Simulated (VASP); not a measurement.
Input of a VASP 6.6.1 run:

File POSCAR:

```
Li2ClF
1.0
    3.3431460528      0.0000000000      0.0000000000
    0.0000000000      3.3431460528      0.0000000000
    0.0000000000      0.0000000000      4.6012771269
F Li Cl
1 2 1
Direct
    0.0000000000      0.0000000000      0.0000000000
    0.0000000000      0.0000000000      0.5000000000
    0.5000000000      0.5000000000      0.0000000000
    0.5000000000      0.5000000000      0.5000000000
```

Contents of INCAR.step1:

```
SYSTEM = Li2ClF
ALGO = Normal
EDIFF = 1E-5
ENCUT = 520
GGA = PE
ISIF = 2
ISMEAR = 0
LASPH = .True.
LCHARG = .False.
LREAL = .False.
LWAVE = .True.
NBANDS = 18
NELM = 80
PREC = Accurate
SIGMA = 0.01
```

File INCAR.step2:

```
SYSTEM = Li2ClF
AEXX = 0.15
ALGO = Normal
EDIFF = 1E-7
ENCUT = 520
GGA = PE
HFSCREEN = 0.5
ISIF = 2
ISMEAR = 0
ISTART = 1
LASPH = .True.
LCHARG = .False.
LHFCALC = .True.
LREAL = .False.
LWAVE = .False.
NBANDS = 18
NELM = 80
PREC = Accurate
PRECFOCK = Normal
SIGMA = 0.01
```

Contents of KPOINTS:

```
k-points
0
Gamma
  4 4 4
  0 0 0
```

Potentials or basis: VASP PAW PBE potentials, release 64 (F, Li_sv, Cl).

Command:

```bash
$ cat potpaw_PBE.64/F/POTCAR potpaw_PBE.64/Li_sv/POTCAR potpaw_PBE.64/Cl/POTCAR > POTCAR
$ cp INCAR.step1 INCAR
$ mpirun -np 1 vasp_std > vasp.out
$ cp INCAR.step2 INCAR
$ mpirun -np 1 vasp_std > vasp.out
```

Question: Estimate the band gap on the k mesh.

Answer: 7.08 eV.

Caveat: the k points lie up to 0.47 Å⁻¹ apart. A k mesh can miss the band edges.
